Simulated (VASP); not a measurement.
# Sr (Fm-3m) in VASP: a series of runs

The runs below take Sr through single point, with r2SCAN.

Everything below comes from runs of VASP 6.6.1. Logs are shortened: lines on timing, memory, paths and dates and some standing lists are left out, and cuts for length are marked.

## (1) The cell of the first run

It takes space group Fm-3m (No. 225, cubic). Conventional cell: a = 6.044 Å, b = 6.044 Å, c = 6.044 Å, α = 90.00°, β = 90.00°, γ = 90.00°. Within 5.6 Å of Sr (site symmetry m-3m) lie 12 Sr at 4.27 Å.

## (2) Single point, r2SCAN

The input, POSCAR:

```
Sr
1.0
    0.0000000000      3.0219309284      3.0219309284
    3.0219309284      0.0000000000      3.0219309284
    3.0219309284      3.0219309284      0.0000000000
Sr
1
Direct
    0.0000000000      0.0000000000      0.0000000000
```

The input, INCAR.step1:

```
SYSTEM = Sr
PREC = Accurate
ENCUT = 520
ISMEAR = -1
SIGMA = 0.05
LREAL = .False.
LASPH = .True.
NELM = 100
NBANDS = 11
GGA = PE
ALGO = Normal
EDIFF = 1E-4
LWAVE = .True.
LCHARG = .False.
```

The input, INCAR.step2:

```
SYSTEM = Sr
PREC = Accurate
ENCUT = 520
EDIFF = 1E-7
ISMEAR = -1
SIGMA = 0.05
LREAL = .False.
LASPH = .True.
NELM = 100
ALGO = Normal
ISIF = 2
LWAVE = .False.
LCHARG = .False.
METAGGA = R2SCAN
LMIXTAU = .True.
NBANDS = 11
ISTART = 1
```

The input, KPOINTS:

```
Automatic mesh
0
Gamma
  6 6 6
  0 0 0
```

Potentials or basis: VASP PAW PBE potentials, release 64 (Sr_sv).

Launch:

```sh
$ cat potpaw_PBE.64/Sr_sv/POTCAR > POTCAR
$ cp INCAR.step1 INCAR
$ mpirun -np 1 vasp_std > vasp.out
$ cp INCAR.step2 INCAR
$ mpirun -np 1 vasp_std > vasp.out
```

OUTCAR:

```text
SYSTEM = Sr
   PREC = Accurate
   ENCUT = 520
   EDIFF = 1E-7
   ISMEAR = -1
   LREAL = .False.
   LASPH = .True.
   NELM = 100
   ISIF = 2
   METAGGA = R2SCAN
   ISTART = 1

 ion  position               nearest neighbor table
   1  0.000  0.000  0.000-

  LATTYP: Found a face centered cubic cell.
 ALAT       =     6.0438618568

  Lattice vectors:

 A1 = (   0.0000000000,   3.0219309284,   3.0219309284)
 A2 = (   3.0219309284,   0.0000000000,   3.0219309284)
 A3 = (   3.0219309284,   3.0219309284,   0.0000000000)

Analysis of symmetry for initial positions (statically):
=====================================================================
 Subroutine PRICEL returns:
 Original cell was already a primitive cell.

 Routine SETGRP: Setting up the symmetry group for a
 face centered cubic supercell.

 Subroutine GETGRP returns: Found 48 space group operations
 (whereof 48 operations were pure point group operations)
 out of a pool of 48 trial point group operations.

The static configuration has the point symmetry O_h .

Analysis of symmetry for dynamics (positions and initial velocities):
=====================================================================
 Subroutine PRICEL returns:
 Original cell was already a primitive cell.

 Routine SETGRP: Setting up the symmetry group for a
 face centered cubic supercell.

 Subroutine GETGRP returns: Found 48 space group operations
 (whereof 48 operations were pure point group operations)
 out of a pool of 48 trial point group operations.

The dynamic configuration has the point symmetry O_h .

 Subroutine INISYM returns: Found 48 space group operations
 (whereof 48 operations are pure point group operations),
 and found     1 'primitive' translations

----------------------------------------------------------------------------------------

                                     Primitive cell

  volume of cell :      55.1929

  direct lattice vectors                    reciprocal lattice vectors
     0.000000000  3.021930928  3.021930928    -0.165457124  0.165457124  0.165457124
     3.021930928  0.000000000  3.021930928     0.165457124 -0.165457124  0.165457124
     3.021930928  3.021930928  0.000000000     0.165457124  0.165457124 -0.165457124

  length of vectors
     4.273655703  4.273655703  4.273655703     0.286580145  0.286580145  0.286580145

  position of ions in fractional coordinates (direct lattice)
     0.000000000  0.000000000  0.000000000

  ion indices of the primitive-cell ions
   primitive index   ion index
                 1           1

----------------------------------------------------------------------------------------

 KPOINTS: Automatic mesh

Automatic generation of k-mesh.
 Grid dimensions read from file:
 generate k-points for:    6    6    6

 Generating k-lattice:

  Cartesian coordinates                     Fractional coordinates (reciprocal lattice)
    -0.027576187  0.027576187  0.027576187     0.166666667  0.000000000  0.000000000
     0.027576187 -0.027576187  0.027576187     0.000000000  0.166666667  0.000000000
     0.027576187  0.027576187 -0.027576187     0.000000000  0.000000000  0.166666667

  Length of vectors
     0.047763358  0.047763358  0.047763358

  Shift w.r.t. Gamma in fractional coordinates (k-lattice)
     0.000000000  0.000000000  0.000000000

 Subroutine IBZKPT returns following result:
 ===========================================

 Found     16 irreducible k-points:

 Following reciprocal coordinates:
            Coordinates               Weight
  0.000000  0.000000  0.000000      1.000000
  0.166667  0.000000  0.000000      8.000000
  0.333333  0.000000  0.000000      8.000000
  0.500000  0.000000  0.000000      4.000000
  0.166667  0.166667  0.000000      6.000000
  0.333333  0.166667  0.000000     24.000000
[... 8 lines left out ...]
 -0.333333  0.333333  0.166667     24.000000
 -0.333333  0.500000  0.166667     12.000000
   k-points           NKPTS =     16   k-points in BZ     NKDIM =     16   number of bands    NBANDS=     11
   number of dos      NEDOS =    301   number of ions     NIONS =      1
   total plane-waves  NPLWV =  32768
   dimension x,y,z NGX =    32 NGY =   32 NGZ =   32
   dimension x,y,z NGXF=    64 NGYF=   64 NGZF=   64
   ions per type =               1
   NGX,Y,Z   is equivalent  to a cutoff of  12.45, 12.45, 12.45 a.u.
   NGXF,Y,Z  is equivalent  to a cutoff of  24.90, 24.90, 24.90 a.u.
 SYSTEM =  Sr
   PREC   = accura    normal or accurate (medium, high low for compatibility)
   ISTART =      1    job   : 0-new  1-cont  2-samecut
   ICHARG =      0    charge: 1-file 2-atom 10-const
   ISPIN  =      1    spin polarized calculation?
   LNONCOLLINEAR =      F non collinear calculations
   LSORBIT =      F    spin-orbit coupling
   LASPH  =      T    aspherical Exc in radial PAW
   ENCUT  =  520.0 eV  38.22 Ry    6.18 a.u.   7.95  7.95  7.95*2*pi/ulx,y,z
   NELM   =    100;   NELMIN=  2; NELMDL=  0     # of ELM steps
   EDIFF  = 0.1E-06   stopping-criterion for ELM
   LREAL  =      F    real-space projection
   EDIFFG = 0.1E-05   stopping-criterion for IOM
   NSW    =      0    number of steps for IOM
   IBRION =     -1    ionic relax: 0-MD 1-quasi-New 2-CG
   NFREE  =      0    steps in history (QN), initial steepest desc. (CG)
   ISIF   =      2    stress and relaxation
   ISYM   =      2    0-nonsym 1-usesym 2-fastsym
   POTIM  = 0.5000    time-step for ionic-motion
   TEBEG  =    0.0;   TEEND  =   0.0 temperature during run
   PSTRESS=    0.0 pullay stress
   NELECT =      10.0000    total number of electrons
   NUPDOWN=      -1.0000    fix difference up-down
   EMIN   =  10.00;   EMAX   =-10.00  energy-range for DOS
   EFERMI =   0.00;   METHOD = LEGACY
   ISMEAR =    -1;   SIGMA  =   0.05  broadening in eV -4-tet -1-fermi 0-gaus
   EFERMI_NEDOS =   21; number of points for ismear=-14 and -15
   IALGO  =     38    algorithm
   IMIX   =      4    mixing-type and parameters
     AMIX     =   0.40;   BMIX     =  1.00
     AMIX_MAG =   1.60;   BMIX_MAG =  1.00
  volume/ion in A,a.u.               =      55.19       372.46
  Fermi-wavevector in a.u.,A,eV,Ry     =   0.926361  1.750569 11.675769  0.858145
  Thomas-Fermi vector in A             =   2.052315
   LORBIT       =      0    0 simple, 1 ext, 2 COOP (PROOUT), +10 PAW based schemes
   METAGGA = R2SCAN    functional components
   LHFCALC =     F    Hartree Fock is set to
   AEXX    =    0.0000 exact exchange contribution
   IVDW    =     0    specifies the selected vdW correction
   LEPSILON=     F    determine dielectric tensor
   LRPA    =     F    only Hartree local field effects (RPA)
 non-spin polarized calculation
  energy-cutoff  :      520.00
  volume of cell :       55.19
 maximum number of plane-waves:      1524
   NGX = 15   NGY = 15   NGZ = 15

 number of electron      10.0000000 magnetization

 Free energy of the ion-electron system (eV)
  ---------------------------------------------------
  ext. energy  EPLUGINS =         0.00000000
  ---------------------------------------------------
  free energy    TOTEN  =       -15.08202296 eV

  energy without entropy =      -15.06327738  energy(sigma->0) =      -15.07265017

 E-fermi :   1.6155     XC(G=0):  -7.7761

 val. band max:        1.5968867826   @ k =  -0.3333   0.3333   0.1667
 cond. band min:       1.6665060754   @ k =  -0.3333   0.3333   0.1667
 fundamental gap:      0.0696192929
 Fermi energy:         1.6154810578

 k-point     1 :       0.0000    0.0000    0.0000
  band No.  band energies     occupation
      1     -36.4348      2.00000
      2     -17.6947      2.00000
      3     -17.6947      2.00000
      4     -17.6947      2.00000
      5      -2.2293      2.00000
      6       4.2933      0.00000
      7       4.2933      0.00000
      8       4.2933      0.00000
      9       5.8285      0.00000
     10       5.8285      0.00000
     11       9.0946      0.00000

 k-point     2 :       0.1667    0.0000    0.0000
  band No.  band energies     occupation
      1     -36.4310      2.00000
      2     -17.7463      2.00000
      3     -17.7015      2.00000
      4     -17.7015      2.00000
      5      -1.7707      2.00000
      6       3.6132      0.00000
      7       4.4515      0.00000
      8       4.4515      0.00000
      9       5.6373      0.00000
     10       5.6373      0.00000
     11       9.6328      0.00000

 k-point     3 :       0.3333    0.0000    0.0000
  band No.  band energies     occupation
      1     -36.4236      2.00000
      2     -17.8471      2.00000
      3     -17.7150      2.00000
      4     -17.7150      2.00000
      5      -0.5719      2.00000
      6       2.4683      0.00000
      7       4.2830      0.00000
      8       4.2830      0.00000
      9       6.1844      0.00000
     10       6.1844      0.00000
     11       8.2933      0.00000

 k-point     4 :       0.5000    0.0000    0.0000
  band No.  band energies     occupation
      1     -36.4198      2.00000
      2     -17.8965      2.00000
      3     -17.7217      2.00000
      4     -17.7217      2.00000
      5       0.5342      2.00000
      6       1.5601      1.50342
      7       4.0897      0.00000
      8       4.0897      0.00000
      9       6.9104      0.00000
     10       6.9104      0.00000
     11       7.8502      0.00000

 k-point     5 :       0.1667    0.1667    0.0000
  band No.  band energies     occupation
      1     -36.4298      2.00000
      2     -17.7447      2.00000
      3     -17.7129      2.00000
      4     -17.7129      2.00000
      5      -1.6206      2.00000
      6       3.4976      0.00000
      7       4.5875      0.00000
      8       4.5875      0.00000
      9       4.8168      0.00000
     10       6.0605      0.00000
     11      10.5692      0.00000
[... 99 lines left out ...]
 k-point    13 :       0.5000    0.5000    0.0000
  band No.  band energies     occupation
      1     -36.4149      2.00000
      2     -17.8841      2.00000
      3     -17.7673      2.00000
      4     -17.7673      2.00000
      5       0.9976      1.99999
      6       2.0867      0.00016
      7       2.6324      0.00000
      8       6.9056      0.00000
      9       7.2267      0.00000
     10       7.2272      0.00000
     11       7.2889      0.00000

 k-point    14 :       0.5000    0.3333    0.1667
  band No.  band energies     occupation
      1     -36.4186      2.00000
      2     -17.8449      2.00000
      3     -17.7759      2.00000
      4     -17.7391      2.00000
      5       0.3833      2.00000
      6       2.4365      0.00000
      7       2.9245      0.00000
      8       4.9226      0.00000
      9       5.8048      0.00000
     10       7.2008      0.00000
     11       8.0977      0.00000

 k-point    15 :      -0.3333    0.3333    0.1667
  band No.  band energies     occupation
      1     -36.4161      2.00000
      2     -17.8508      2.00000
      3     -17.8003      2.00000
      4     -17.7504      2.00000
      5       1.5969      1.18383
      6       1.6665      0.52986
      7       2.7238      0.00000
      8       4.6257      0.00000
      9       6.3248      0.00000
     10       7.3318      0.00000
     11       7.3971      0.00000

 k-point    16 :      -0.3333    0.5000    0.1667
  band No.  band energies     occupation
      1     -36.4149      2.00000
      2     -17.8552      2.00000
      3     -17.7968      2.00000
      4     -17.7689      2.00000
      5       1.4673      1.90184
      6       2.1785      0.00003
      7       2.4460      0.00000
      8       4.7297      0.00000
      9       7.2309      0.00000
     10       7.4631      0.00000
     11       7.5011      0.00000

------------------------ aborting loop because EDIFF is reached ----------------------------------------

  FORCE on cell =-STRESS in cart. coord.  units (eV):
  Direction    XX          YY          ZZ          XY          YZ          ZX
  --------------------------------------------------------------------------------------
  -------------------------------------------------------------------------------------
  Total        0.1191065      0.1191065      0.1191065      0.0000000     -0.0000000     -0.0000000
  in kB        3.4575022      3.4575022      3.4575022      0.0000000     -0.0000000     -0.0000000
  external PRESSURE =       3.4575022 kB  Pullay stress =       0.0000000 kB

 VOLUME and BASIS-vectors are now :
 -----------------------------------------------------------------------------
  energy-cutoff  :      520.00
  volume of cell :       55.19
      direct lattice vectors                 reciprocal lattice vectors
     0.000000000  3.021930928  3.021930928    -0.165457124  0.165457124  0.165457124
     3.021930928  0.000000000  3.021930928     0.165457124 -0.165457124  0.165457124
     3.021930928  3.021930928  0.000000000     0.165457124  0.165457124 -0.165457124

 POSITION                                       TOTAL-FORCE (eV/Angst)
 -----------------------------------------------------------------------------------
      0.00000      0.00000      0.00000         0.000000      0.000000     -0.000000
 -----------------------------------------------------------------------------------
    total drift:                                0.000000      0.000000      0.000000

  FREE ENERGIE OF THE ION-ELECTRON SYSTEM (eV)
  ---------------------------------------------------
  free  energy   TOTEN  =       -15.0820229641 eV

  energy  without entropy=      -15.0632773812  energy(sigma->0) =      -15.07265017
```

Run time: 26 s. Hardware: 1 thread of AMD EPYC 7R13, shared host; peak memory 0.18 GiB.

Results:

| Property | Result |
| --- | --- |
| Free energy | -15.0820 eV |
| Pressure | 0.3 GPa |
| Band gap on the k mesh | zero (band 5 reaches 1.60 eV, above the bottom of band 6 at 1.56 eV) |

Caveat: the PAW data sets were made with another functional, which shifts forces and pressure a little.

(Continued in part 2 of 2.)
